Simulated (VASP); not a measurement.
# SnO (P2_1/m) in VASP: notebook

SnO is run at these levels: PBEsol; tasks: single point.

All numbers are computed with VASP 6.6.1; they aren't measurements. Logs are shortened: lines on timing, memory, paths and dates and some standing lists are left out, and cuts for length are marked.

## 1. The cell of the first run

The structure is monoclinic, space group P2_1/m (No. 11). Conventional cell: a = 3.804 Å, b = 3.804 Å, c = 4.751 Å, α = 90.00°, β = 90.00°, γ = 90.00°. Sn (site symmetry m) has 4 O at 2.06 to 2.39 Å within 2.7 Å. Within 2.8 Å of O (site symmetry m) lie 4 Sn at 2.06 to 2.39 Å and 4 O at 2.64 to 2.74 Å.

## 2. Single point, PBEsol (atoms displaced along a vibrational mode)

INCAR

```
ALGO = Normal
EDIFF = 1E-6
ENCUT = 520
GGA = PS
ISIF = 2
ISMEAR = 0
LASPH = T
LCHARG = T
LELF = T
LREAL = F
LVHAR = T
LWAVE = F
NBANDS = 28
NELM = 100
PREC = Accurate
SIGMA = 0.15
```

KPOINTS

```
k-points
0
Gamma
  10 10 8
```

POSCAR

```
SnO
1.0
    3.8042540590      0.0000000000      0.0000000000
    0.0000000000      3.8042540590      0.0000000000
    0.0000000000      0.0000000000      4.7505758552
Sn O
2 2
Direct
   -0.0609843602      0.5000000000      0.2424656074
    0.5609843602      0.0000000000      0.7575343926
    0.0092339863      0.0000000000      0.0000000000
    0.4907660137      0.5000000000      0.0000000000
```

Potentials or basis: VASP PAW PBE potentials, release 64 (Sn_d, O).

Command:

```sh
cat potpaw_PBE.64/Sn_d/POTCAR potpaw_PBE.64/O/POTCAR > POTCAR
mpirun -np 1 vasp_std > vasp.out
```

OUTCAR:

```text
EDIFF = 1E-6
   ENCUT = 520
   GGA = PS
   ISIF = 2
   ISMEAR = 0
   LASPH = T
   LREAL = F
   NELM = 100
   PREC = Accurate

 ion  position               nearest neighbor table
   1  0.939  0.500  0.242-   4 2.06   3 2.24   3 2.24   4 2.39   2 3.32   2 3.32   2 3.42   2 3.42

   2  0.561  0.000  0.758-   3 2.06   4 2.24   4 2.24   3 2.39   1 3.32   1 3.32   1 3.42   1 3.42

   3  0.009  0.000  0.000-   2 2.06   1 2.24   1 2.24   2 2.39
   4  0.491  0.500  0.000-   1 2.06   2 2.24   2 2.24   1 2.39

  LATTYP: Found a simple tetragonal cell.
 ALAT       =     3.8042540590
 C/A-ratio  =     1.2487535747

  Lattice vectors:

 A1 = (   3.8042540590,   0.0000000000,   0.0000000000)
 A2 = (   0.0000000000,   3.8042540590,   0.0000000000)
 A3 = (   0.0000000000,   0.0000000000,   4.7505758552)

Analysis of symmetry for initial positions (statically):
=====================================================================
 Subroutine PRICEL returns:
 Original cell was already a primitive cell.

 Routine SETGRP: Setting up the symmetry group for a
 simple tetragonal supercell.

 Subroutine GETGRP returns: Found  4 space group operations
 (whereof  2 operations were pure point group operations)
 out of a pool of 16 trial point group operations.

The static configuration has the point symmetry C_1h.
 The point group associated with its full space group is C_2h.

Analysis of symmetry for dynamics (positions and initial velocities):
=====================================================================
 Subroutine PRICEL returns:
 Original cell was already a primitive cell.

 Routine SETGRP: Setting up the symmetry group for a
 simple tetragonal supercell.

 Subroutine GETGRP returns: Found  4 space group operations
 (whereof  2 operations were pure point group operations)
 out of a pool of 16 trial point group operations.

The dynamic configuration has the point symmetry C_1h.
 The point group associated with its full space group is C_2h.

 Subroutine INISYM returns: Found  4 space group operations
 (whereof  2 operations are pure point group operations),
 and found     1 'primitive' translations

----------------------------------------------------------------------------------------

                                     Primitive cell

  volume of cell :      68.7520

  direct lattice vectors                    reciprocal lattice vectors
     3.804254059  0.000000000  0.000000000     0.262863622  0.000000000  0.000000000
     0.000000000  3.804254059  0.000000000     0.000000000  0.262863622  0.000000000
     0.000000000  0.000000000  4.750575855     0.000000000  0.000000000  0.210500796

  length of vectors
     3.804254059  3.804254059  4.750575855     0.262863622  0.262863622  0.210500796

  position of ions in fractional coordinates (direct lattice)
     0.939015640  0.500000000  0.242465607
     0.560984360  0.000000000  0.757534393
     0.009233986  0.000000000  0.000000000
     0.490766014  0.500000000  0.000000000

  ion indices of the primitive-cell ions
   primitive index   ion index
                 1           1
                 2           2
                 3           3
                 4           4

----------------------------------------------------------------------------------------

 KPOINTS: k-points

Automatic generation of k-mesh.
 Grid dimensions read from file:
 generate k-points for:   10   10    8

 Generating k-lattice:

  Cartesian coordinates                     Fractional coordinates (reciprocal lattice)
     0.026286362  0.000000000  0.000000000     0.100000000  0.000000000  0.000000000
     0.000000000  0.026286362  0.000000000     0.000000000  0.100000000  0.000000000
     0.000000000  0.000000000  0.026312600     0.000000000  0.000000000  0.125000000

  Length of vectors
     0.026286362  0.026286362  0.026312600

  Shift w.r.t. Gamma in fractional coordinates (k-lattice)
     0.000000000  0.000000000  0.000000000

 Subroutine IBZKPT returns following result:
 ===========================================

 Found    252 irreducible k-points:

 Following reciprocal coordinates:
            Coordinates               Weight
  0.000000  0.000000  0.000000      1.000000
  0.100000  0.000000  0.000000      2.000000
  0.000000  0.100000  0.000000      2.000000
  0.200000  0.000000  0.000000      2.000000
  0.000000  0.200000  0.000000      2.000000
  0.300000  0.000000  0.000000      2.000000
[... 16 lines left out ...]
 -0.200000  0.300000  0.000000      4.000000
  0.400000  0.200000  0.000000      4.000000
 [... further k-points ...]
   k-points           NKPTS =    252   k-points in BZ     NKDIM =    252   number of bands    NBANDS=     28
   number of dos      NEDOS =    301   number of ions     NIONS =      4
   total plane-waves  NPLWV =  28224
   dimension x,y,z NGX =    28 NGY =   28 NGZ =   36
   dimension x,y,z NGXF=    56 NGYF=   56 NGZF=   72
   ions per type =               2   2
   NGX,Y,Z   is equivalent  to a cutoff of  12.24, 12.24, 12.60 a.u.
   NGXF,Y,Z  is equivalent  to a cutoff of  24.47, 24.47, 25.20 a.u.
 SYSTEM =  unknown system
   PREC   = accura    normal or accurate (medium, high low for compatibility)
   ISTART =      0    job   : 0-new  1-cont  2-samecut
   ICHARG =      2    charge: 1-file 2-atom 10-const
   ISPIN  =      1    spin polarized calculation?
   LNONCOLLINEAR =      F non collinear calculations
   LSORBIT =      F    spin-orbit coupling
   LASPH  =      T    aspherical Exc in radial PAW
   ENCUT  =  520.0 eV  38.22 Ry    6.18 a.u.   7.07  7.07  8.83*2*pi/ulx,y,z
   NELM   =    100;   NELMIN=  2; NELMDL= -5     # of ELM steps
   EDIFF  = 0.1E-05   stopping-criterion for ELM
   LREAL  =      F    real-space projection
   EDIFFG = 0.1E-04   stopping-criterion for IOM
   NSW    =      0    number of steps for IOM
   IBRION =     -1    ionic relax: 0-MD 1-quasi-New 2-CG
   NFREE  =      0    steps in history (QN), initial steepest desc. (CG)
   ISIF   =      2    stress and relaxation
   ISYM   =      2    0-nonsym 1-usesym 2-fastsym
   POTIM  = 0.5000    time-step for ionic-motion
   TEBEG  =    0.0;   TEEND  =   0.0 temperature during run
   PSTRESS=    0.0 pullay stress
   NELECT =      40.0000    total number of electrons
   NUPDOWN=      -1.0000    fix difference up-down
   EMIN   =  10.00;   EMAX   =-10.00  energy-range for DOS
   EFERMI =   0.00;   METHOD = LEGACY
   ISMEAR =     0;   SIGMA  =   0.15  broadening in eV -4-tet -1-fermi 0-gaus
   EFERMI_NEDOS =   21; number of points for ismear=-14 and -15
   IALGO  =     38    algorithm
   IMIX   =      4    mixing-type and parameters
     AMIX     =   0.40;   BMIX     =  1.00
     AMIX_MAG =   1.60;   BMIX_MAG =  1.00
  volume/ion in A,a.u.               =      17.19       115.99
  Fermi-wavevector in a.u.,A,eV,Ry     =   1.366679  2.582648 25.413104  1.867810
  Thomas-Fermi vector in A             =   2.492798
   LORBIT       =      0    0 simple, 1 ext, 2 COOP (PROOUT), +10 PAW based schemes
   GGA     = PS    functional components
   LHFCALC =     F    Hartree Fock is set to
   AEXX    =    0.0000 exact exchange contribution
   IVDW    =     0    specifies the selected vdW correction
   LEPSILON=     F    determine dielectric tensor
   LRPA    =     F    only Hartree local field effects (RPA)
 non-spin polarized calculation
 Gauss-broadening in eV      SIGMA  =   0.15
  energy-cutoff  :      520.00
  volume of cell :       68.75
 maximum number of plane-waves:      1868
   NGX = 15   NGY = 15   NGZ = 17

 number of electron      40.0000004 magnetization

 Free energy of the ion-electron system (eV)
  ---------------------------------------------------
  ext. energy  EPLUGINS =         0.00000000
  ---------------------------------------------------
  free energy    TOTEN  =       -23.89539084 eV

  energy without entropy =      -23.89355713  energy(sigma->0) =      -23.89447399

 E-fermi :   7.2910     XC(G=0): -10.5815

 val. band max:        7.2748397037   @ k =   0.5000   0.5000   0.0000
 cond. band min:       7.4740867465   @ k =   0.5000   0.4000   0.1250
 fundamental gap:      0.1992470428
 Fermi energy:         7.2910190482

 k-point     1 :       0.0000    0.0000    0.0000
  band No.  band energies     occupation
      1     -14.8069      2.00000
      2     -14.3975      2.00000
      3     -14.3212      2.00000
      4     -14.2872      2.00000
      5     -14.2464      2.00000
      6     -14.2273      2.00000
[... 20 lines left out ...]
     27      13.8815      0.00000
     28      14.7351      0.00000

 k-point     2 :       0.1000    0.0000    0.0000
  band No.  band energies     occupation
      1     -14.8053      2.00000
      2     -14.4086      2.00000
      3     -14.3190      2.00000
      4     -14.2829      2.00000
      5     -14.2470      2.00000
      6     -14.2289      2.00000
[... 20 lines left out ...]
     27      13.9336      0.00000
     28      15.3708      0.00000

 k-point     3 :       0.0000    0.1000    0.0000
  band No.  band energies     occupation
      1     -14.8040      2.00000
      2     -14.4195      2.00000
      3     -14.3183      2.00000
      4     -14.2863      2.00000
      5     -14.2442      2.00000
      6     -14.2286      2.00000
[... 20 lines left out ...]
     27      14.5179      0.00000
     28      15.0358      0.00000

 k-point     4 :       0.2000    0.0000    0.0000
  band No.  band energies     occupation
      1     -14.8015      2.00000
      2     -14.4455      2.00000
      3     -14.3127      2.00000
      4     -14.2723      2.00000
      5     -14.2562      2.00000
      6     -14.2338      2.00000
[... 578 lines left out ...]
     27      15.0007      0.00000
     28      16.0754      0.00000

 k-point    23 :      -0.2000    0.3000    0.0000
  band No.  band energies     occupation
      1     -14.7863      2.00000
      2     -14.6056      2.00000
      3     -14.2913      2.00000
      4     -14.2626      2.00000
      5     -14.2507      2.00000
      6     -14.2363      2.00000
[... 20 lines left out ...]
     27      15.1611      0.00000
     28      16.2062      0.00000

 k-point    24 :       0.4000    0.2000    0.0000
  band No.  band energies     occupation
      1     -14.8007      2.00000
      2     -14.6078      2.00000
      3     -14.2925      2.00000
      4     -14.2551      2.00000
      5     -14.2440      2.00000
      6     -14.2375      2.00000
[... 20 lines left out ...]
     27      14.7773      0.00000
     28      15.9300      0.00000

 [... further k-points ...]

------------------------ aborting loop because EDIFF is reached ----------------------------------------

  FORCE on cell =-STRESS in cart. coord.  units (eV):
  Direction    XX          YY          ZZ          XY          YZ          ZX
  --------------------------------------------------------------------------------------
  -------------------------------------------------------------------------------------
  Total        1.8436599      0.4539695      1.4579389      0.0000000      0.0000000      2.7219429
  in kB       42.9641377     10.5791785     33.9754027      0.0000000      0.0000000     63.4314012
  external PRESSURE =      29.1729063 kB  Pullay stress =       0.0000000 kB

 VOLUME and BASIS-vectors are now :
 -----------------------------------------------------------------------------
  energy-cutoff  :      520.00
  volume of cell :       68.75
      direct lattice vectors                 reciprocal lattice vectors
     3.804254059  0.000000000  0.000000000     0.262863622  0.000000000  0.000000000
     0.000000000  3.804254059  0.000000000     0.000000000  0.262863622  0.000000000
     0.000000000  0.000000000  4.750575855     0.000000000  0.000000000  0.210500796

 POSITION                                       TOTAL-FORCE (eV/Angst)
 -----------------------------------------------------------------------------------
      3.57225      1.90213      1.15185         1.459199      0.000000      0.601431
      2.13413      0.00000      3.59872        -1.459199      0.000000     -0.601431
      0.03513      0.00000      0.00000         0.183405      0.000000      0.437642
      1.86700      1.90213      0.00000        -0.183405      0.000000     -0.437642
 -----------------------------------------------------------------------------------
    total drift:                                0.000000     -0.000000      0.000000

  FREE ENERGIE OF THE ION-ELECTRON SYSTEM (eV)
  ---------------------------------------------------
  free  energy   TOTEN  =       -23.8953908354 eV

  energy  without entropy=      -23.8935571348  energy(sigma->0) =      -23.89447399
```

It took 3.4 min on 1 thread of AMD EPYC 9R45 (Zen 5), shared host; peak memory 0.43 GiB.

Results:

```
Free energy            : -23.8954 eV
Pressure               : 2.9 GPa
Largest force          : 1.578 eV/Å
Band gap on the k mesh : 0.05 eV (least direct gap 1.76 eV)
```

Forces in eV/Å, atoms in the order of the input:
```
Sn   1.459  0.000  0.601
Sn  -1.459  0.000 -0.601
O    0.183  0.000  0.438
O   -0.183  0.000 -0.438
```

Stress tensor (GPa, compression positive):
```
4.30 0.00 6.34
0.00 1.06 0.00
6.34 0.00 3.40
```

Caveat: the cell differs from its parent crystal (atoms displaced along a vibrational mode); semilocal functionals underestimate gaps, and a narrow one can read as zero; the PAW data sets were made with another functional, which shifts forces and pressure a little; spin-orbit coupling is left out, which moves the levels of the heavy elements.

## 3. Single point, PBEsol (atoms displaced along a vibrational mode)

INCAR

```
SYSTEM = SnO
  PREC = Accurate
  ENCUT = 520
  EDIFF = 1E-7
  ISMEAR = 0
  SIGMA = 0.15
  LREAL = .False.
  LASPH = .True.
  NELM = 80
  ALGO = Normal
  ISIF = 2
  LWAVE = .False.
  LCHARG = .False.
  GGA = PS
  NBANDS = 28
```

KPOINTS

```
regular mesh
0
Gamma
  10 10 8
  0 0 0
```

POSCAR

```
SnO
1.0
    3.8042540590      0.0000000000      0.0000000000
    0.0000000000      3.8042540590      0.0000000000
    0.0000000000      0.0000000000      4.7505758552
Sn O
2 2
Direct
   -0.0304921801      0.5000000000      0.2424656074
    0.5304921801      0.0000000000      0.7575343926
    0.0046169932      0.0000000000      0.0000000000
    0.4953830068      0.5000000000      0.0000000000
```

Potentials or basis: VASP PAW PBE potentials, release 64 (Sn_d, O).

Command:

```sh
cat potpaw_PBE.64/Sn_d/POTCAR potpaw_PBE.64/O/POTCAR > POTCAR
mpirun -np 1 vasp_std > vasp.out
```

It took 3.8 min on 1 thread of AMD EPYC 9R45 (Zen 5), shared host; peak memory 0.43 GiB.

Results (log left out):

```yaml
Free_energy: -24.1375 eV
Pressure: 1.0 GPa
Largest_force: 0.715 eV/Å
Band_gap_on_the_k_mesh: zero (bands 20 and 21 overlap by 0.05 eV)
```

Forces on the atoms (eV/Å):
```
Sn   0.680  0.000  0.222
Sn  -0.680  0.000 -0.222
O    0.026  0.000  0.105
O   -0.026  0.000 -0.105
```

Stress tensor (GPa, compression positive):
```
1.32 0.00 2.88
0.00 0.50 0.00
2.88 0.00 1.07
```

Levels at points of the mesh, in eV from the Fermi level:
```tsv
k point	band 16	band 17	band 18	band 19	band 20	band 21	band 22	band 23	band 24	band 25
(0.00, 0.00, 0.00)	-6.37	-3.60	-3.27	-3.27	-0.09	2.00	4.38	4.44	4.57	5.67
(0.50, 0.00, 0.00)	-5.09	-5.06	-4.90	-3.14	-2.58	3.09	3.26	5.52	5.97	5.99
(0.00, 0.50, 0.00)	-5.17	-4.95	-4.95	-2.87	-2.87	3.13	3.13	5.77	5.77	6.06
(0.50, 0.50, 0.00)	-5.26	-2.61	-2.61	-2.01	-2.01	-0.13	-0.13	4.31	4.31	7.34
(0.00, 0.00, 0.50)	-3.68	-3.29	-3.29	-3.05	-2.31	1.45	2.67	2.86	3.49	7.48
(0.50, 0.00, 0.50)	-5.58	-5.00	-4.87	-2.01	-1.63	2.54	2.55	4.78	5.65	6.50
(0.00, 0.50, 0.50)	-5.67	-4.93	-4.93	-1.83	-1.83	2.54	2.54	5.25	5.25	6.69
(0.50, 0.50, 0.50)	-5.81	-2.87	-2.87	-2.61	-2.61	2.21	2.21	4.05	4.05	5.54
```

Caveat: the cell differs from its parent crystal (atoms displaced along a vibrational mode); semilocal functionals underestimate gaps, and a narrow one can read as zero; the PAW data sets were made with another functional, which shifts forces and pressure a little; spin-orbit coupling is left out, which moves the levels of the heavy elements.

The gap in the log of VASP goes by the Fermi energy; the results here count the filled bands.